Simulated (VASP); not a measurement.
# AgBr (Fm-3m) in VASP: further runs

AgBr is run at these levels: PBEsol; tasks: single point.

All numbers are computed with VASP 6.6.1; they aren't measurements. Logs are shortened: lines on timing, memory, paths and dates and some standing lists are left out, and cuts for length are marked.

## 1. The cell of the first run

It takes space group Fm-3m (No. 225, cubic). Conventional cell: a = 5.347 Å, b = 5.347 Å, c = 5.347 Å, α = 90.00°, β = 90.00°, γ = 90.00°. Ag (site symmetry m-3m) has 6 Br at 2.67 Å within 3.5 Å. Br (site symmetry m-3m) has 6 Ag at 2.67 Å within 3.5 Å.

## 2. Single point, PBEsol

INCAR

```
SYSTEM = AgBr
PREC     = Accurate       ! precision mode
ENCUT    = 500            ! plane-wave cutoff, eV
EDIFF    = 1E-6           ! SCF threshold, eV
ISMEAR   = 0              ! smearing method
SIGMA    = 0.01           ! smearing width, eV
LREAL    = .FALSE.        ! projectors in reciprocal space
LASPH    = .TRUE.         ! aspherical terms in the spheres
NELM     = 120            ! most SCF steps
ALGO     = Normal         ! electronic algorithm
ISIF     = 2              ! what is computed and relaxed
LWAVE    = .FALSE.        ! write WAVECAR
LCHARG   = .FALSE.        ! write CHGCAR
GGA      = PS             ! functional
NBANDS   = 16             ! bands
GGA_COMPAT= .FALSE.
```

KPOINTS

```
Automatic mesh
0
G
  8 8 8
  0 0 0
```

POSCAR

```
AgBr
1.0
    2.6736185092      2.6736185092      0.0000000000
   -2.6736185092      2.6736185092      0.0000000000
    0.0000000000      2.6736185092      2.6736185092
Ag Br
1 1
Direct
    0.0000000000      0.0000000000      0.0000000000
    0.5000000000      0.5000000000      0.0000000000
```

Potentials or basis: VASP PAW PBE potentials, release 64 (Ag, Br).

Command:

```sh
$ cat potpaw_PBE.64/Ag/POTCAR potpaw_PBE.64/Br/POTCAR > POTCAR
$ mpirun -np 1 vasp_std > vasp.out
```

OUTCAR:

```text
SYSTEM = AgBr
   PREC = Accurate
   ENCUT = 500
   EDIFF = 1E-6
   ISMEAR = 0
   LREAL = .FALSE.
   LASPH = .TRUE.
   NELM = 120
   ISIF = 2
   GGA = PS

 ion  position               nearest neighbor table
   1  0.000  0.000  0.000-   2 2.67   2 2.67   2 2.67   2 2.67   2 2.67   2 2.67
   2  0.500  0.500  0.000-   1 2.67   1 2.67   1 2.67   1 2.67   1 2.67   1 2.67

  LATTYP: Found a face centered cubic cell.
 ALAT       =     5.3472370184

  Lattice vectors:

 A1 = (   0.0000000000,   2.6736185092,   2.6736185092)
 A2 = (   2.6736185092,   0.0000000000,   2.6736185092)
 A3 = (   2.6736185092,   2.6736185092,   0.0000000000)

Analysis of symmetry for initial positions (statically):
=====================================================================
 Subroutine PRICEL returns:
 Original cell was already a primitive cell.

 Routine SETGRP: Setting up the symmetry group for a
 face centered cubic supercell.

 Subroutine GETGRP returns: Found 48 space group operations
 (whereof 48 operations were pure point group operations)
 out of a pool of 48 trial point group operations.

The static configuration has the point symmetry O_h .

Analysis of symmetry for dynamics (positions and initial velocities):
=====================================================================
 Subroutine PRICEL returns:
 Original cell was already a primitive cell.

 Routine SETGRP: Setting up the symmetry group for a
 face centered cubic supercell.

 Subroutine GETGRP returns: Found 48 space group operations
 (whereof 48 operations were pure point group operations)
 out of a pool of 48 trial point group operations.

The dynamic configuration has the point symmetry O_h .

 Subroutine INISYM returns: Found 48 space group operations
 (whereof 48 operations are pure point group operations),
 and found     1 'primitive' translations

----------------------------------------------------------------------------------------

                                     Primitive cell

  volume of cell :      38.2233

  direct lattice vectors                    reciprocal lattice vectors
     2.673618509  2.673618509  0.000000000     0.187012470  0.187012470 -0.187012470
    -2.673618509  2.673618509  0.000000000    -0.187012470  0.187012470 -0.187012470
     0.000000000  2.673618509  2.673618509     0.000000000  0.000000000  0.374024939

  length of vectors
     3.781067556  3.781067556  3.781067556     0.323915099  0.323915099  0.374024939

  position of ions in fractional coordinates (direct lattice)
     0.000000000  0.000000000  0.000000000
     0.500000000  0.500000000  0.000000000

  ion indices of the primitive-cell ions
   primitive index   ion index
                 1           1
                 2           2

----------------------------------------------------------------------------------------

 KPOINTS: Automatic mesh

Automatic generation of k-mesh.
 Grid dimensions read from file:
 generate k-points for:    8    8    8

 Generating k-lattice:

  Cartesian coordinates                     Fractional coordinates (reciprocal lattice)
     0.023376559  0.023376559 -0.023376559     0.125000000  0.000000000  0.000000000
    -0.023376559  0.023376559 -0.023376559     0.000000000  0.125000000  0.000000000
     0.000000000  0.000000000  0.046753117     0.000000000  0.000000000  0.125000000

  Length of vectors
     0.040489387  0.040489387  0.046753117

  Shift w.r.t. Gamma in fractional coordinates (k-lattice)
     0.000000000  0.000000000  0.000000000

 Subroutine IBZKPT returns following result:
 ===========================================

 Found     29 irreducible k-points:

 Following reciprocal coordinates:
            Coordinates               Weight
  0.000000  0.000000  0.000000      1.000000
  0.125000  0.000000  0.000000      8.000000
  0.250000  0.000000  0.000000      8.000000
  0.375000  0.000000  0.000000      8.000000
  0.500000  0.000000  0.000000      4.000000
  0.125000  0.125000  0.000000     12.000000
[... 16 lines left out ...]
  0.375000  0.250000  0.125000     48.000000
  0.500000  0.250000  0.125000     24.000000
 [... further k-points ...]
   k-points           NKPTS =     29   k-points in BZ     NKDIM =     29   number of bands    NBANDS=     16
   number of dos      NEDOS =    301   number of ions     NIONS =      2
   total plane-waves  NPLWV =  21952
   dimension x,y,z NGX =    28 NGY =   28 NGZ =   28
   dimension x,y,z NGXF=    56 NGYF=   56 NGZF=   56
   ions per type =               1   1
   NGX,Y,Z   is equivalent  to a cutoff of  12.31, 12.31, 12.31 a.u.
   NGXF,Y,Z  is equivalent  to a cutoff of  24.62, 24.62, 24.62 a.u.
 SYSTEM =  AgBr
   PREC   = accura    normal or accurate (medium, high low for compatibility)
   ISTART =      0    job   : 0-new  1-cont  2-samecut
   ICHARG =      2    charge: 1-file 2-atom 10-const
   ISPIN  =      1    spin polarized calculation?
   LNONCOLLINEAR =      F non collinear calculations
   LSORBIT =      F    spin-orbit coupling
   LASPH  =      T    aspherical Exc in radial PAW
   ENCUT  =  500.0 eV  36.75 Ry    6.06 a.u.   6.89  6.89  6.89*2*pi/ulx,y,z
   NELM   =    120;   NELMIN=  2; NELMDL= -5     # of ELM steps
   EDIFF  = 0.1E-05   stopping-criterion for ELM
   LREAL  =      F    real-space projection
   EDIFFG = 0.1E-04   stopping-criterion for IOM
   NSW    =      0    number of steps for IOM
   IBRION =     -1    ionic relax: 0-MD 1-quasi-New 2-CG
   NFREE  =      0    steps in history (QN), initial steepest desc. (CG)
   ISIF   =      2    stress and relaxation
   ISYM   =      2    0-nonsym 1-usesym 2-fastsym
   POTIM  = 0.5000    time-step for ionic-motion
   TEBEG  =    0.0;   TEEND  =   0.0 temperature during run
   PSTRESS=    0.0 pullay stress
   NELECT =      18.0000    total number of electrons
   NUPDOWN=      -1.0000    fix difference up-down
   EMIN   =  10.00;   EMAX   =-10.00  energy-range for DOS
   EFERMI =   0.00;   METHOD = LEGACY
   ISMEAR =     0;   SIGMA  =   0.01  broadening in eV -4-tet -1-fermi 0-gaus
   EFERMI_NEDOS =   21; number of points for ismear=-14 and -15
   IALGO  =     38    algorithm
   IMIX   =      4    mixing-type and parameters
     AMIX     =   0.40;   BMIX     =  1.00
     AMIX_MAG =   1.60;   BMIX_MAG =  1.00
  volume/ion in A,a.u.               =      19.11       128.97
  Fermi-wavevector in a.u.,A,eV,Ry     =   1.273668  2.406883 22.071781  1.622230
  Thomas-Fermi vector in A             =   2.406479
   LORBIT       =      0    0 simple, 1 ext, 2 COOP (PROOUT), +10 PAW based schemes
   GGA     = PS    functional components
   LHFCALC =     F    Hartree Fock is set to
   AEXX    =    0.0000 exact exchange contribution
   IVDW    =     0    specifies the selected vdW correction
   LEPSILON=     F    determine dielectric tensor
   LRPA    =     F    only Hartree local field effects (RPA)
 non-spin polarized calculation
 Gauss-broadening in eV      SIGMA  =   0.01
  energy-cutoff  :      500.00
  volume of cell :       38.22
 maximum number of plane-waves:       982
   NGX = 13   NGY = 13   NGZ = 13

 number of electron      18.0000001 magnetization

 Free energy of the ion-electron system (eV)
  ---------------------------------------------------
  ext. energy  EPLUGINS =         0.00000000
  ---------------------------------------------------
  free energy    TOTEN  =        -5.40864562 eV

  energy without entropy =       -5.40864562  energy(sigma->0) =       -5.40864562

 E-fermi :   6.5190     XC(G=0): -11.1968

 val. band max:        6.4570598727   @ k =   0.5000   0.0000   0.0000
 cond. band min:       7.0406929095   @ k =   0.0000   0.0000   0.0000
 fundamental gap:      0.5836330368
 Fermi energy:         6.5189885165

 k-point     1 :       0.0000    0.0000    0.0000
  band No.  band energies     occupation
      1     -10.2848      2.00000
      2       2.4674      2.00000
      3       2.4674      2.00000
      4       2.4674      2.00000
      5       2.4802      2.00000
      6       2.4802      2.00000
[... 8 lines left out ...]
     15      18.9933      0.00000
     16      18.9933      0.00000

 k-point     2 :       0.1250    0.0000    0.0000
  band No.  band energies     occupation
      1     -10.1775      2.00000
      2       1.9409      2.00000
      3       1.9409      2.00000
      4       1.9745      2.00000
      5       2.5406      2.00000
      6       2.5406      2.00000
[... 8 lines left out ...]
     15      17.6763      0.00000
     16      17.7055      0.00000

 k-point     3 :       0.2500    0.0000    0.0000
  band No.  band energies     occupation
      1      -9.8994      2.00000
      2       0.6446      2.00000
      3       1.2533      2.00000
      4       1.2533      2.00000
      5       2.7210      2.00000
      6       2.7210      2.00000
[... 8 lines left out ...]
     15      17.8744      0.00000
     16      17.8744      0.00000

 k-point     4 :       0.3750    0.0000    0.0000
  band No.  band energies     occupation
      1      -9.5872      2.00000
      2      -0.4789      2.00000
      3       0.7967      2.00000
      4       0.7967      2.00000
      5       2.9126      2.00000
      6       2.9126      2.00000
[... 8 lines left out ...]
     15      18.9049      0.00000
     16      18.9049      0.00000

 k-point     5 :       0.5000    0.0000    0.0000
  band No.  band energies     occupation
      1      -9.4450      2.00000
      2      -0.9071      2.00000
      3       0.6390      2.00000
      4       0.6390      2.00000
      5       2.9956      2.00000
      6       2.9956      2.00000
[... 8 lines left out ...]
     15      19.6673      0.00000
     16      19.6673      0.00000

 k-point     6 :       0.1250    0.1250    0.0000
  band No.  band energies     occupation
      1     -10.0168      2.00000
      2       1.0644      2.00000
      3       1.3641      2.00000
      4       1.9126      2.00000
      5       2.5844      2.00000
      6       2.6960      2.00000
[... 8 lines left out ...]
     15      18.6809      0.00000
     16      18.8952      0.00000
[... 267 lines left out ...]
 k-point    21 :       0.5000    0.5000    0.0000
  band No.  band energies     occupation
      1      -9.4366      2.00000
      2       0.3238      2.00000
      3       1.9752      2.00000
      4       2.3551      2.00000
      5       2.3551      2.00000
      6       2.7470      2.00000
[... 8 lines left out ...]
     15      21.6317      0.00000
     16      21.6317      0.00000

 k-point    22 :       0.2500    0.2500    0.1250
  band No.  band energies     occupation
      1      -9.7265      2.00000
      2       0.1040      2.00000
      3       1.1824      2.00000
      4       1.5645      2.00000
      5       2.6330      2.00000
      6       2.8739      2.00000
[... 8 lines left out ...]
     15      20.2793      0.00000
     16      21.0276      0.00000

 k-point    23 :       0.3750    0.2500    0.1250
  band No.  band energies     occupation
      1      -9.5023      2.00000
      2      -0.2345      2.00000
      3       0.7949      2.00000
      4       1.0739      2.00000
      5       2.7983      2.00000
      6       3.0076      2.00000
[... 8 lines left out ...]
     15      20.6834      0.00000
     16      21.1597      0.00000

 k-point    24 :       0.5000    0.2500    0.1250
  band No.  band energies     occupation
      1      -9.4040      2.00000
      2      -0.3586      2.00000
      3       0.6944      2.00000
      4       0.7947      2.00000
      5       2.9240      2.00000
      6       3.0011      2.00000
[... 8 lines left out ...]
     15      19.7899      0.00000
     16      21.4460      0.00000

 [... further k-points ...]

------------------------ aborting loop because EDIFF is reached ----------------------------------------

  FORCE on cell =-STRESS in cart. coord.  units (eV):
  Direction    XX          YY          ZZ          XY          YZ          ZX
  --------------------------------------------------------------------------------------
  -------------------------------------------------------------------------------------
  Total        3.5765318      3.5765318      3.5765318      0.0000000      0.0000000      0.0000000
  in kB      149.9147477    149.9147477    149.9147477      0.0000000      0.0000000      0.0000000
  external PRESSURE =     149.9147477 kB  Pullay stress =       0.0000000 kB

 VOLUME and BASIS-vectors are now :
 -----------------------------------------------------------------------------
  energy-cutoff  :      500.00
  volume of cell :       38.22
      direct lattice vectors                 reciprocal lattice vectors
     2.673618509  2.673618509  0.000000000     0.187012470  0.187012470 -0.187012470
    -2.673618509  2.673618509  0.000000000    -0.187012470  0.187012470 -0.187012470
     0.000000000  2.673618509  2.673618509     0.000000000  0.000000000  0.374024939

 POSITION                                       TOTAL-FORCE (eV/Angst)
 -----------------------------------------------------------------------------------
      0.00000      0.00000      0.00000        -0.000000     -0.000000      0.000000
      0.00000      2.67362      0.00000         0.000000      0.000000      0.000000
 -----------------------------------------------------------------------------------
    total drift:                               -0.000000      0.000000     -0.000000

  FREE ENERGIE OF THE ION-ELECTRON SYSTEM (eV)
  ---------------------------------------------------
  free  energy   TOTEN  =        -5.4086456240 eV

  energy  without entropy=       -5.4086456240  energy(sigma->0) =       -5.40864562
```

Wall time 6.8 s (1 thread of Intel Xeon 6975P-C (Granite Rapids), shared host); peak memory 0.16 GiB.

What came out:

| Quantity | Value |
| --- | --- |
| Free energy | -5.4086 eV |
| Pressure | 15.0 GPa |
| Band gap on the k mesh | 0.58 eV (least direct gap 2.83 eV) |

Levels at points of the mesh, in eV from the valence-band top:
```csv
k point,band 5,band 6,band 7,band 8,band 9,band 10,band 11,band 12,band 13,band 14
"(0.00, 0.00, 0.00)",-3.98,-3.98,-2.80,-2.80,-2.80,0.58,9.74,9.74,9.74,10.25
"(0.50, 0.00, 0.00)",-3.46,-3.46,-2.98,0.00,0.00,2.83,6.11,6.11,7.95,12.49
"(0.50, 0.50, 0.00)",-4.10,-3.71,-3.29,-3.29,-2.97,0.93,6.50,9.83,12.00,12.00
```

Caveat: the cell stands under pressure; the PAW data sets were made with another functional, which shifts forces and pressure a little.

## 3. Single point, PBEsol

This run uses another cell than the first one, of 19.98 Å³/atom.

INCAR

```
SYSTEM = AgBr
PREC = Accurate ; ENCUT = 500
EDIFF = 1E-6 ; ISMEAR = 0
SIGMA = 0.01 ; LREAL = .FALSE.
LASPH = .TRUE. ; NELM = 120
ALGO = Normal ; ISIF = 2
LWAVE = .FALSE. ; LCHARG = .FALSE.
GGA = PS ; NBANDS = 16
GGA_COMPAT = .FALSE.
```

KPOINTS

```
regular mesh
0
G
  8 8 8
  0 0 0
```

POSCAR

```
AgBr
1.0
    2.7135752537      2.7135752537      0.0000000000
   -2.7135752537      2.7135752537      0.0000000000
    0.0000000000      2.7135752537      2.7135752537
Ag Br
1 1
Direct
    0.0000000000      0.0000000000      0.0000000000
    0.5000000000      0.5000000000      0.0000000000
```

Potentials or basis: VASP PAW PBE potentials, release 64 (Ag, Br).

Command:

```sh
$ cat potpaw_PBE.64/Ag/POTCAR potpaw_PBE.64/Br/POTCAR > POTCAR
$ mpirun -np 1 vasp_std > vasp.out
```

Wall time 6.8 s (1 thread of Intel Xeon 6975P-C (Granite Rapids), shared host); peak memory 0.16 GiB.

Results (log left out):

```
Free energy            : -5.5434 eV
Pressure               : 10.0 GPa
Band gap on the k mesh : 0.54 eV (least direct gap 3.00 eV)
```

Levels at points of the mesh, in eV from the valence-band top:
```
           k point  band 5  band 6  band 7  band 8  band 9  band 10  band 11  band 12  band 13  band 14
(0.00, 0.00, 0.00)   -3.70   -3.70   -2.61   -2.61   -2.61     0.54     9.76     9.76     9.76    10.42
(0.50, 0.00, 0.00)   -3.23   -3.23   -2.78    0.00    0.00     3.00     6.24     6.24     7.62    12.40
(0.50, 0.50, 0.00)   -3.82   -3.45   -3.07   -3.07   -2.81     1.05     6.59     9.63    11.76    11.76
```

Caveat: the cell stands under pressure; the PAW data sets were made with another functional, which shifts forces and pressure a little. A k mesh can miss the band edges.

[end of part 1 of 2]
